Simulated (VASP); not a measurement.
## Be3CuTe: single point with PBE

Be3CuTe:

```
Be Cu Te
1.0
     4.21022    0.00000    0.00000
     0.00000    4.21022    0.00000
     0.00000    0.00000    4.21022
Be Cu Te
3 1 1
Direct
  0.00000 0.50000 0.50000
  0.50000 0.00000 0.50000
  0.50000 0.50000 0.00000
  0.50000 0.50000 0.50000
  0.00000 0.00000 0.00000
```

```
Program             : VASP 6.6.1
Task                : single point
Functional          : PBE
Potentials or basis : VASP PAW PBE potentials, release 64 (Be, Cu, Te)
Cutoff              : 520 eV
k mesh              : 4 × 4 × 4
Occupations         : gaussian, width 0.1 eV
Spin                : no spin polarisation
```

| Quantity | Value |
| --- | --- |
| Pressure | 0.1 GPa |

Levels at points of the mesh, in eV from the Fermi level:
| k point | band 9 | band 10 | band 11 | band 12 | band 13 | band 14 |
| --- | --- | --- | --- | --- | --- | --- |
| (0.00, 0.00, 0.00) | -4.12 | -4.12 | 0.75 | 0.75 | 1.52 | 1.52 |
| (0.50, 0.00, 0.00) | -2.24 | -2.24 | -1.23 | -1.23 | -1.10 | 0.96 |
| (0.50, 0.50, 0.00) | -4.45 | -1.82 | 0.18 | 0.82 | 1.36 | 1.36 |
| (0.50, 0.50, 0.50) | -3.43 | -3.43 | -3.12 | -3.12 | -3.12 | 6.46 |

Run time: 37 s on 1 thread of Intel(R) Xeon(R) Platinum 8375C CPU @ 2.90GHz (Ice Lake), on a shared host, peak memory 0.18 GiB.

Caveat: the k points lie up to 0.37 Å⁻¹ apart; spin-orbit coupling is left out, which moves the levels of the heavy elements.
